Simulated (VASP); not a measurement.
# HfS5 (P6/mmm) in VASP: notebook, part 2 of 3

VASP 6.6.1. The steps go on from the part before.

## 3. Single point, PBE

This run uses another cell than the first one, of 21.53 Å³/atom, 0.943 times its volume.

INCAR

```
SYSTEM = HfS5
ALGO = Normal ; EDIFF = 1E-6
ENCUT = 520 ; GGA = PE
ISIF = 2 ; ISMEAR = 0
LASPH = .True. ; LCHARG = .False.
LREAL = .False. ; LWAVE = .False.
NBANDS = 29 ; NELM = 100
PREC = Accurate ; SIGMA = 0.1
```

KPOINTS

```
k-points
0
Gamma
  6 6 4
  0 0 0
```

POSCAR

```
HfS5
1.0
    4.6508123972      0.0000000000      0.0000000000
   -2.3254061986      4.0277216842      0.0000000000
    0.0000000000      0.0000000000      6.8974861716
Hf S
1 5
Direct
    0.0000000000      0.0000000000      0.0000000000
    0.5000000000      0.0000000000      0.5000000000
    0.5000000000      0.5000000000      0.5000000000
    0.0000000000      0.5000000000      0.5000000000
    0.3333333333      0.6666666667      0.0000000000
    0.6666666667      0.3333333333      0.0000000000
```

Potentials or basis: VASP PAW PBE potentials, release 64 (Hf_pv, S).

On the command line:

```
cat potpaw_PBE.64/Hf_pv/POTCAR potpaw_PBE.64/S/POTCAR > POTCAR
mpirun -np 1 vasp_std > vasp.out
```

OUTCAR:

```text
SYSTEM = HfS5
   EDIFF = 1E-6
   ENCUT = 520
   GGA = PE
   ISIF = 2
   ISMEAR = 0
   LASPH = .True.
   LREAL = .False.
   NELM = 100
   PREC = Accurate

 ion  position               nearest neighbor table
   1  0.000  0.000  0.000-   5 2.69   6 2.69   5 2.69   6 2.69   6 2.69   5 2.69
   2  0.500  0.000  0.500-   3 2.33   4 2.33   3 2.33   4 2.33
   3  0.500  0.500  0.500-   2 2.33   2 2.33   4 2.33   4 2.33
   4  0.000  0.500  0.500-   2 2.33   2 2.33   3 2.33   3 2.33
   5  0.333  0.667  0.000-   6 2.69   1 2.69   6 2.69   1 2.69   1 2.69   6 2.69
[... 875 lines left out ...]
  -------------------------------------------------------------------------------------
  Total       -0.4403008     -0.4403008     -0.0462714     -0.0000000     -0.0000000      0.0000000
  in kB       -5.4598535     -5.4598535     -0.5737785     -0.0000000     -0.0000000      0.0000000
  external PRESSURE =      -3.8311618 kB  Pullay stress =       0.0000000 kB

 VOLUME and BASIS-vectors are now :
 -----------------------------------------------------------------------------
  energy-cutoff  :      520.00
  volume of cell :      129.20
      direct lattice vectors                 reciprocal lattice vectors
     4.650812397  0.000000000  0.000000000     0.215016198  0.124139660  0.000000000
    -2.325406199  4.027721684  0.000000000     0.000000000  0.248279320  0.000000000
     0.000000000  0.000000000  6.897486172     0.000000000  0.000000000  0.144980356

 POSITION                                       TOTAL-FORCE (eV/Angst)
 -----------------------------------------------------------------------------------
      0.00000      0.00000      0.00000        -0.000000      0.000000      0.000000
      2.32541      0.00000      3.44874        -0.000000      0.000000      0.000000
      1.16270      2.01386      3.44874         0.000000      0.000000      0.000000
     -1.16270      2.01386      3.44874         0.000000      0.000000      0.000000
     -0.00000      2.68515      0.00000         0.000000     -0.000000     -0.000000
      2.32541      1.34257      0.00000        -0.000000      0.000000      0.000000
 -----------------------------------------------------------------------------------
    total drift:                                0.000000     -0.000000      0.000000

  FREE ENERGIE OF THE ION-ELECTRON SYSTEM (eV)
  ---------------------------------------------------
  free  energy   TOTEN  =       -29.4837620769 eV

  energy  without entropy=      -29.4510365735  energy(sigma->0) =      -29.46739933
```

OSZICAR:

```text
N       E                     dE             d eps       ncg     rms          rms(c)
DAV:   1     0.208920169134E+03    0.20892E+03   -0.18406E+04  1218   0.121E+03
DAV:   2    -0.161552881810E+02   -0.22508E+03   -0.21690E+03  1587   0.251E+02
DAV:   3    -0.324461375766E+02   -0.16291E+02   -0.16034E+02  1559   0.612E+01
DAV:   4    -0.327620173201E+02   -0.31588E+00   -0.31478E+00  1579   0.970E+00
DAV:   5    -0.327683040703E+02   -0.62868E-02   -0.62835E-02  1586   0.136E+00    0.389E+01
DAV:   6    -0.299798072873E+02    0.27885E+01   -0.10002E+01  1376   0.958E+00    0.304E+01
DAV:   7    -0.299156439930E+02    0.64163E-01   -0.58152E+00  1570   0.601E+00    0.153E+01
DAV:   8    -0.295648228320E+02    0.35082E+00   -0.27617E+00  1552   0.417E+00    0.211E+00
DAV:   9    -0.294841722629E+02    0.80651E-01   -0.27649E-01  1495   0.151E+00    0.896E-01
DAV:  10    -0.294888526356E+02   -0.46804E-02   -0.32566E-02  1469   0.565E-01    0.653E-01
DAV:  11    -0.294846935833E+02    0.41591E-02   -0.19709E-02  1530   0.423E-01    0.218E-01
DAV:  12    -0.294837691620E+02    0.92442E-03   -0.16114E-03  1466   0.147E-01    0.660E-02
DAV:  13    -0.294837678874E+02    0.12746E-05   -0.29968E-04  1511   0.638E-02    0.839E-02
DAV:  14    -0.294837618405E+02    0.60469E-05   -0.56716E-05  1427   0.273E-02    0.119E-02
DAV:  15    -0.294837638168E+02   -0.19763E-05   -0.11944E-05  1304   0.985E-03    0.134E-02
DAV:  16    -0.294837619415E+02    0.18753E-05   -0.47605E-06  1093   0.568E-03    0.475E-03
DAV:  17    -0.294837620769E+02   -0.13537E-06   -0.26391E-07   852   0.239E-03
   1 F= -.29483762E+02 E0= -.29467399E+02  d E =-.327255E-01
```

Run time: 63 s. Hardware: 1 thread of Intel Xeon Platinum 8488C (Sapphire Rapids), shared host; peak memory 0.27 GiB.

Results:

* Free energy: -29.4838 eV
* Pressure: -0.4 GPa
* Band gap on the k mesh: zero (band 20 reaches 5.59 eV, above the bottom of band 21 at 3.79 eV)

Levels at points of the mesh, in eV from the Fermi level:
| k point | band 16 | band 17 | band 18 | band 19 | band 20 | band 21 | band 22 | band 23 | band 24 | band 25 |
| --- | --- | --- | --- | --- | --- | --- | --- | --- | --- | --- |
| (0.00, 0.00, 0.00) | -0.79 | -0.79 | -0.22 | 0.02 | 0.02 | 0.05 | 0.96 | 0.96 | 3.71 | 4.66 |
| (0.50, 0.00, 0.00) | -1.36 | -1.29 | -0.80 | -0.74 | -0.59 | -0.58 | -0.11 | 0.79 | 1.20 | 2.25 |
| (0.00, 0.00, 0.50) | -0.83 | -0.83 | -0.08 | 0.15 | 0.15 | 0.91 | 1.07 | 1.07 | 3.00 | 4.23 |
| (0.50, 0.00, 0.50) | -1.56 | -1.35 | -1.35 | -0.82 | -0.66 | -0.12 | -0.11 | 0.75 | 0.80 | 2.24 |

Caveat: spin-orbit coupling is left out, which moves the levels of the heavy elements.

## 4. Relaxation of cell and atoms, PBE

This run uses another cell than the first one, of 22.62 Å³/atom, 0.991 times its volume.

INCAR

```
ALGO = Normal
EDIFF = 1E-6
EDIFFG = -0.04
ENCUT = 600
GGA = PE
IBRION = 2
ISIF = 3
ISMEAR = 0
LASPH = T
LCHARG = F
LREAL = F
LWAVE = F
NELM = 60
NSW = 90
PREC = Accurate
SIGMA = 0.1
```

KPOINTS

```
k-points
0
Gamma
  3 3 4
```

POSCAR

```
HfS5
1.0
    5.7584921400      0.0000000000      0.0000000000
   -2.8792460700      4.9870004800      0.0000000000
    0.0000000000      0.0000000000      4.7258346900
Hf S
1 5
Direct
    0.0000000000      0.0000000000      0.0000000000
    0.5000000000      0.0000000000      0.5000000000
    0.5000000000      0.5000000000      0.5000000000
    0.0000000000      0.5000000000      0.5000000000
    0.3333333300      0.6666666700      0.0000000000
    0.6666666700      0.3333333300      0.0000000000
```

On the command line:

```
cat potpaw_PBE.64/Hf_pv/POTCAR potpaw_PBE.64/S/POTCAR > POTCAR
mpirun -np 1 vasp_std > vasp.out
```

Run time: 9.9 min. Hardware: 1 thread of Intel Xeon Platinum 8488C (Sapphire Rapids), shared host; peak memory 0.33 GiB.

Results (log left out):

```yaml
Free_energy: -29.4092 eV
Relaxed_volume: 22.36 Å³/atom
Relaxed_cell: a = 4.604 Å, b = 4.604 Å, c = 7.309 Å, α = 90.00°, β = 90.00°, γ = 120.00°
Space_group_after_relaxing_to_0.05_Å: P6/mmm (No. 191)
Energy_gained_by_relaxing: 909.5 meV/atom
Ionic_steps: 25
Pressure_after_relaxing: 0.1 GPa
Band_gap_on_the_k_mesh: zero (band 20 reaches 5.21 eV, above the bottom of band 21 at 4.41 eV)
```

The path:
```
step  energy change (eV)  largest force (eV/Å)  pressure (GPa)  volume (Å³)
   1              0.0000                0.0000          -12.59       135.71
   2             -1.8829                0.0000            0.15       103.59
   3             -1.8871                0.0000            1.05       102.52
   4             -2.0421                0.0000            1.49       102.99
   5             -2.3798                0.0000            3.54       103.72
   6             -4.2136                0.0000           12.67       102.27
   7             12.0456                0.0000          114.64        89.92
   8             -4.2265                0.0000           15.49       101.80
   9             -4.2784                0.0000           16.79       101.55
  10             -4.2987                0.0000           16.97       101.85
  11             -4.3366                0.0000           17.61       102.75
  12             -4.3213                0.0000           18.84       104.48
  13             -4.3431                0.0000           18.20       103.56
  14             -4.4092                0.0000           17.44       104.24
  15             -4.5930                0.0000           15.25       106.29
  16             -4.8973                0.0000           11.23       110.49
  17             -5.2816                0.0000            4.78       119.18
  18             -5.3374                0.0000           -3.88       137.80
  19             -5.4148                0.0000           -0.92       130.04
  20             -5.4155                0.0000           -0.63       129.38
  21             -5.4223                0.0000           -0.55       129.72
  22             -5.4388                0.0000           -0.30       130.76
  23             -5.4551                0.0000            0.24       132.81
  24             -5.4561                0.0000            0.41       133.40
  25             -5.4571                0.0000            0.14       134.17
```

Final structure:
```cif
data_structure
_symmetry_space_group_name_H-M 'P 1'
_symmetry_Int_Tables_number 1
_cell_length_a 4.6038
_cell_length_b 4.6038
_cell_length_c 7.3092
_cell_angle_alpha 90.000
_cell_angle_beta 90.000
_cell_angle_gamma 120.000
_cell_volume 134.17
loop_
_atom_site_label
_atom_site_type_symbol
_atom_site_fract_x
_atom_site_fract_y
_atom_site_fract_z
_atom_site_occupancy
Hf1 Hf 0.00000 0.00000 0.00000 1
S1 S 0.50000 0.00000 0.50000 1
S2 S 0.50000 0.50000 0.50000 1
S3 S 0.00000 0.50000 0.50000 1
S4 S 0.33333 0.66667 0.00000 1
S5 S 0.66667 0.33333 0.00000 1
```

Levels at points of the mesh, in eV from the Fermi level:
| k point | band 16 | band 17 | band 18 | band 19 | band 20 | band 21 | band 22 | band 23 | band 24 |
| --- | --- | --- | --- | --- | --- | --- | --- | --- | --- |
| (0.00, 0.00, 0.00) | -0.99 | -0.99 | -0.89 | -0.89 | -0.47 | -0.31 | 0.78 | 0.78 | 2.56 |
| (0.00, 0.00, 0.50) | -0.92 | -0.92 | -0.90 | -0.90 | -0.22 | 0.33 | 0.84 | 0.84 | 1.82 |

Caveat: the k points lie up to 0.53 Å⁻¹ apart in the final cell; spin-orbit coupling is left out, which moves the levels of the heavy elements.

[end of part 2 of 3]
